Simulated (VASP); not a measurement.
# NaHF2 (R-3m) in VASP: a series of runs

Aim: see how the results for NaHF2 move with the level of theory and the settings. Levels: r2SCAN, HSE06, PBE0. Tasks: single point.

Everything below comes from runs of VASP 6.6.1. Logs are shortened: lines on timing, memory, paths and dates and some standing lists are left out, and cuts for length are marked.

### 1 The cell of the first run

The structure is trigonal, space group R-3m (No. 166). The conventional cell has a = 3.427 Å, b = 3.427 Å, c = 13.714 Å, α = 90.00°, β = 90.00°, γ = 120.00°. Na (site symmetry -3m) has 6 F at 2.29 Å and 6 H at 3.02 Å within 3.1 Å. Within 1.5 Å of H (site symmetry -3m) lie 2 F at 1.14 Å. Within 1.5 Å of F (site symmetry 3m) lie 1 H at 1.14 Å.

### 2 Single point, r2SCAN

The input, POSCAR:

```
NaHF2
1.0
    1.7135623976      0.9893257115      4.5712872272
   -1.7135623976      0.9893257115      4.5712872272
    0.0000000000     -1.9786514230      4.5712872272
Na H F
1 1 2
Direct
    0.0000000000      0.0000000000      0.0000000000
    0.5000000000      0.5000000000      0.5000000000
    0.4171989837      0.4171989837      0.4171989837
    0.5828010163      0.5828010163      0.5828010163
```

The input, INCAR.step1:

```
PREC = Accurate
ENCUT = 520
ISMEAR = -1
SIGMA = 0.02
LREAL = F
LASPH = T
NELM = 60
NBANDS = 19
GGA = PE
ALGO = Normal
EDIFF = 1E-4
LWAVE = T
LCHARG = F
```

The input, INCAR.step2:

```
PREC = Accurate
ENCUT = 520
EDIFF = 1E-7
ISMEAR = -1
SIGMA = 0.02
LREAL = F
LASPH = T
NELM = 60
ALGO = Normal
ISIF = 2
LWAVE = F
LCHARG = F
METAGGA = R2SCAN
LMIXTAU = T
NBANDS = 19
ISTART = 1
```

The input, KPOINTS:

```
Automatic mesh
0
Gamma
  8 8 8
```

Potentials or basis: VASP PAW PBE potentials, release 64 (Na_pv, H, F).

Run with:

```bash
cat potpaw_PBE.64/Na_pv/POTCAR potpaw_PBE.64/H/POTCAR potpaw_PBE.64/F/POTCAR > POTCAR
cp INCAR.step1 INCAR
mpirun -np 1 vasp_std > vasp.out
cp INCAR.step2 INCAR
mpirun -np 1 vasp_std > vasp.out
```

OUTCAR:

```text
PREC = Accurate
   ENCUT = 520
   EDIFF = 1E-7
   ISMEAR = -1
   LREAL = F
   LASPH = T
   NELM = 60
   ISIF = 2
   METAGGA = R2SCAN
   ISTART = 1

 ion  position               nearest neighbor table
   1  0.000  0.000  0.000-   4 2.29   3 2.29   4 2.29   4 2.29   3 2.29   3 2.29
   2  0.500  0.500  0.500-   3 1.14   4 1.14
   3  0.417  0.417  0.417-   2 1.14   1 2.29   1 2.29   1 2.29
   4  0.583  0.583  0.583-   2 1.14   1 2.29   1 2.29   1 2.29

  LATTYP: Found a trigonal (rhomboedric) cell.
 ALAT       =     4.9811372564
 COS(alpha) =     0.7633138613

  Lattice vectors:

 A1 = (   1.7135623976,   0.9893257115,   4.5712872272)
 A2 = (  -1.7135623976,   0.9893257115,   4.5712872272)
 A3 = (   0.0000000000,  -1.9786514230,   4.5712872272)

Analysis of symmetry for initial positions (statically):
=====================================================================
 Subroutine PRICEL returns:
 Original cell was already a primitive cell.

 Routine SETGRP: Setting up the symmetry group for a
 trigonal (rhombohedral) supercell.

 Subroutine GETGRP returns: Found 12 space group operations
 (whereof 12 operations were pure point group operations)
 out of a pool of 12 trial point group operations.

The static configuration has the point symmetry D_3d.

Analysis of symmetry for dynamics (positions and initial velocities):
=====================================================================
 Subroutine PRICEL returns:
 Original cell was already a primitive cell.

 Routine SETGRP: Setting up the symmetry group for a
 trigonal (rhombohedral) supercell.

 Subroutine GETGRP returns: Found 12 space group operations
 (whereof 12 operations were pure point group operations)
 out of a pool of 12 trial point group operations.

The dynamic configuration has the point symmetry D_3d.

 Subroutine INISYM returns: Found 12 space group operations
 (whereof 12 operations are pure point group operations),
 and found     1 'primitive' translations

----------------------------------------------------------------------------------------

                                     Primitive cell

  volume of cell :      46.4974

  direct lattice vectors                    reciprocal lattice vectors
     1.713562398  0.989325712  4.571287227     0.291789783  0.168464910  0.072918921
    -1.713562398  0.989325712  4.571287227    -0.291789783  0.168464910  0.072918921
     0.000000000 -1.978651423  4.571287227     0.000000000 -0.336929819  0.072918921

  length of vectors
     4.981137256  4.981137256  4.981137256     0.344730144  0.344730144  0.344730144

  position of ions in fractional coordinates (direct lattice)
     0.000000000  0.000000000  0.000000000
     0.500000000  0.500000000  0.500000000
     0.417198984  0.417198984  0.417198984
     0.582801016  0.582801016  0.582801016

  ion indices of the primitive-cell ions
   primitive index   ion index
                 1           1
                 2           2
                 3           3
                 4           4

----------------------------------------------------------------------------------------

 KPOINTS: Automatic mesh

Automatic generation of k-mesh.
 Grid dimensions read from file:
 generate k-points for:    8    8    8

 Generating k-lattice:

  Cartesian coordinates                     Fractional coordinates (reciprocal lattice)
     0.036473723  0.021058114  0.009114865     0.125000000 -0.000000000  0.000000000
    -0.036473723  0.021058114  0.009114865    -0.000000000  0.125000000  0.000000000
     0.000000000 -0.042116227  0.009114865     0.000000000  0.000000000  0.125000000

  Length of vectors
     0.043091268  0.043091268  0.043091268

  Shift w.r.t. Gamma in fractional coordinates (k-lattice)
     0.000000000  0.000000000  0.000000000

 Subroutine IBZKPT returns following result:
 ===========================================

 Found     65 irreducible k-points:

 Following reciprocal coordinates:
            Coordinates               Weight
  0.000000  0.000000  0.000000      1.000000
  0.125000 -0.000000  0.000000      6.000000
  0.250000 -0.000000  0.000000      6.000000
  0.375000  0.000000  0.000000      6.000000
  0.500000 -0.000000  0.000000      3.000000
  0.125000  0.125000  0.000000      6.000000
[... 16 lines left out ...]
  0.250000  0.125000  0.125000      6.000000
  0.375000  0.125000  0.125000      6.000000
 [... further k-points ...]
   k-points           NKPTS =     65   k-points in BZ     NKDIM =     65   number of bands    NBANDS=     19
   number of dos      NEDOS =    301   number of ions     NIONS =      4
   total plane-waves  NPLWV =  64000
   dimension x,y,z NGX =    40 NGY =   40 NGZ =   40
   dimension x,y,z NGXF=    80 NGYF=   80 NGZF=   80
   ions per type =               1   1   2
   NGX,Y,Z   is equivalent  to a cutoff of  13.35, 13.35, 13.35 a.u.
   NGXF,Y,Z  is equivalent  to a cutoff of  26.70, 26.70, 26.70 a.u.
 SYSTEM =  unknown system
   PREC   = accura    normal or accurate (medium, high low for compatibility)
   ISTART =      1    job   : 0-new  1-cont  2-samecut
   ICHARG =      0    charge: 1-file 2-atom 10-const
   ISPIN  =      1    spin polarized calculation?
   LNONCOLLINEAR =      F non collinear calculations
   LSORBIT =      F    spin-orbit coupling
   LASPH  =      T    aspherical Exc in radial PAW
   ENCUT  =  520.0 eV  38.22 Ry    6.18 a.u.   9.26  9.26  9.26*2*pi/ulx,y,z
   NELM   =     60;   NELMIN=  2; NELMDL=  0     # of ELM steps
   EDIFF  = 0.1E-06   stopping-criterion for ELM
   LREAL  =      F    real-space projection
   EDIFFG = 0.1E-05   stopping-criterion for IOM
   NSW    =      0    number of steps for IOM
   IBRION =     -1    ionic relax: 0-MD 1-quasi-New 2-CG
   NFREE  =      0    steps in history (QN), initial steepest desc. (CG)
   ISIF   =      2    stress and relaxation
   ISYM   =      2    0-nonsym 1-usesym 2-fastsym
   POTIM  = 0.5000    time-step for ionic-motion
   TEBEG  =    0.0;   TEEND  =   0.0 temperature during run
   PSTRESS=    0.0 pullay stress
   NELECT =      22.0000    total number of electrons
   NUPDOWN=      -1.0000    fix difference up-down
   EMIN   =  10.00;   EMAX   =-10.00  energy-range for DOS
   EFERMI =   0.00;   METHOD = LEGACY
   ISMEAR =    -1;   SIGMA  =   0.02  broadening in eV -4-tet -1-fermi 0-gaus
   EFERMI_NEDOS =   21; number of points for ismear=-14 and -15
   IALGO  =     38    algorithm
   IMIX   =      4    mixing-type and parameters
     AMIX     =   0.40;   BMIX     =  1.00
     AMIX_MAG =   1.60;   BMIX_MAG =  1.00
  volume/ion in A,a.u.               =      11.62        78.45
  Fermi-wavevector in a.u.,A,eV,Ry     =   1.275673  2.410673 22.141330  1.627342
  Thomas-Fermi vector in A             =   2.408372
   LORBIT       =      0    0 simple, 1 ext, 2 COOP (PROOUT), +10 PAW based schemes
   METAGGA = R2SCAN    functional components
   LHFCALC =     F    Hartree Fock is set to
   AEXX    =    0.0000 exact exchange contribution
   IVDW    =     0    specifies the selected vdW correction
   LEPSILON=     F    determine dielectric tensor
   LRPA    =     F    only Hartree local field effects (RPA)
 non-spin polarized calculation
  energy-cutoff  :      520.00
  volume of cell :       46.50
 maximum number of plane-waves:      1276
 NGX is ok and might be reduce to    40
   NGX = 19   NGY = 19   NGZ = 19

 number of electron      22.0000005 magnetization

 Free energy of the ion-electron system (eV)
  ---------------------------------------------------
  ext. energy  EPLUGINS =         0.00000000
  ---------------------------------------------------
  free energy    TOTEN  =       -22.78060348 eV

  energy without entropy =      -22.78060348  energy(sigma->0) =      -22.78060348

 E-fermi :  -4.0016     XC(G=0):  -8.7216

 val. band max:       -4.4357792850   @ k =   0.5000   0.5000   0.5000
 cond. band min:       3.3777125875   @ k =   0.0000   0.0000   0.0000
 fundamental gap:      7.8134918725
 Fermi energy:        -4.0016419391

 k-point     1 :       0.0000    0.0000    0.0000
  band No.  band energies     occupation
      1     -26.1350      2.00000
      2     -24.9513      2.00000
      3     -23.2870      2.00000
      4     -23.2870      2.00000
      5     -23.1498      2.00000
      6      -9.5021      2.00000
[... 11 lines left out ...]
     18      18.5444      0.00000
     19      18.5444      0.00000

 k-point     2 :       0.1250   -0.0000    0.0000
  band No.  band energies     occupation
      1     -26.1333      2.00000
      2     -24.9310      2.00000
      3     -23.2898      2.00000
      4     -23.2803      2.00000
      5     -23.1720      2.00000
      6      -9.4502      2.00000
[... 11 lines left out ...]
     18      17.2751      0.00000
     19      18.1593      0.00000

 k-point     3 :       0.2500   -0.0000    0.0000
  band No.  band energies     occupation
      1     -26.1291      2.00000
      2     -24.8789      2.00000
      3     -23.2965      2.00000
      4     -23.2712      2.00000
      5     -23.2207      2.00000
      6      -9.3220      2.00000
[... 11 lines left out ...]
     18      16.1950      0.00000
     19      17.6449      0.00000

 k-point     4 :       0.3750    0.0000    0.0000
  band No.  band energies     occupation
      1     -26.1248      2.00000
      2     -24.8231      2.00000
      3     -23.3066      2.00000
      4     -23.3032      2.00000
      5     -23.2285      2.00000
      6      -9.1888      2.00000
[... 407 lines left out ...]
     18      18.3872      0.00000
     19      18.3872      0.00000

 k-point    23 :       0.2500    0.1250    0.1250
  band No.  band energies     occupation
      1     -26.1222      2.00000
      2     -24.9369      2.00000
      3     -23.2898      2.00000
      4     -23.2779      2.00000
      5     -23.1887      2.00000
      6      -9.3347      2.00000
[... 11 lines left out ...]
     18      17.6618      0.00000
     19      17.7811      0.00000

 k-point    24 :       0.3750    0.1250    0.1250
  band No.  band energies     occupation
      1     -26.1127      2.00000
      2     -24.8973      2.00000
      3     -23.2965      2.00000
      4     -23.2552      2.00000
      5     -23.2435      2.00000
      6      -9.2050      2.00000
[... 11 lines left out ...]
     18      16.2379      0.00000
     19      17.4190      0.00000

 [... further k-points ...]

------------------------ aborting loop because EDIFF is reached ----------------------------------------

  FORCE on cell =-STRESS in cart. coord.  units (eV):
  Direction    XX          YY          ZZ          XY          YZ          ZX
  --------------------------------------------------------------------------------------
  -------------------------------------------------------------------------------------
  Total       -0.1859752     -0.1859752      0.0773242      0.0000000      0.0000000      0.0000000
  in kB       -6.4082086     -6.4082086      2.6643870      0.0000000      0.0000000      0.0000000
  external PRESSURE =      -3.3840101 kB  Pullay stress =       0.0000000 kB

 VOLUME and BASIS-vectors are now :
 -----------------------------------------------------------------------------
  energy-cutoff  :      520.00
  volume of cell :       46.50
      direct lattice vectors                 reciprocal lattice vectors
     1.713562398  0.989325712  4.571287227     0.291789783  0.168464910  0.072918921
    -1.713562398  0.989325712  4.571287227    -0.291789783  0.168464910  0.072918921
     0.000000000 -1.978651423  4.571287227     0.000000000 -0.336929819  0.072918921

 POSITION                                       TOTAL-FORCE (eV/Angst)
 -----------------------------------------------------------------------------------
      0.00000      0.00000      0.00000         0.000000     -0.000000      0.000000
      0.00000      0.00000      6.85693        -0.000000      0.000000      0.000000
      0.00000      0.00000      5.72141         0.000000     -0.000000     -0.095176
      0.00000      0.00000      7.99245         0.000000      0.000000      0.095176
 -----------------------------------------------------------------------------------
    total drift:                                0.000000      0.000000      0.000000

  FREE ENERGIE OF THE ION-ELECTRON SYSTEM (eV)
  ---------------------------------------------------
  free  energy   TOTEN  =       -22.7806034780 eV

  energy  without entropy=      -22.7806034780  energy(sigma->0) =      -22.78060348
```

Run time: 6.3 min. Hardware: 1 thread of Intel Xeon Platinum 8488C (Sapphire Rapids), shared host; peak memory 0.27 GiB.

Results:

| Item | Value |
| --- | --- |
| Free energy | -22.7806 eV |
| Pressure | -0.3 GPa |
| Largest force | 0.095 eV/Å |
| Band gap on the k mesh | 7.81 eV (least direct gap 7.91 eV) |

Forces on the atoms (eV/Å):
```
Na   0.000  0.000  0.000
H    0.000  0.000  0.000
F    0.000  0.000 -0.095
F    0.000  0.000  0.095
```

Levels at points of the mesh, in eV from the valence-band top:
| k point | band 8 | band 9 | band 10 | band 11 | band 12 | band 13 | band 14 | band 15 |
| --- | --- | --- | --- | --- | --- | --- | --- | --- |
| (0.00, 0.00, 0.00) | -0.51 | -0.24 | -0.24 | -0.10 | 7.81 | 14.33 | 15.50 | 18.82 |
| (0.50, 0.00, 0.00) | -0.69 | -0.54 | -0.33 | -0.30 | 12.12 | 12.72 | 16.57 | 16.75 |
| (0.50, 0.50, 0.00) | -0.86 | -0.83 | -0.48 | -0.14 | 12.86 | 13.21 | 14.76 | 15.01 |
| (0.50, 0.50, 0.50) | -0.73 | -0.73 | 0.00 | 0.00 | 9.44 | 11.02 | 17.52 | 20.25 |

Caveat: the PAW data sets were made with another functional, which shifts forces and pressure a little. A k mesh can miss the band edges.

(Continued in part 2 of 2.)
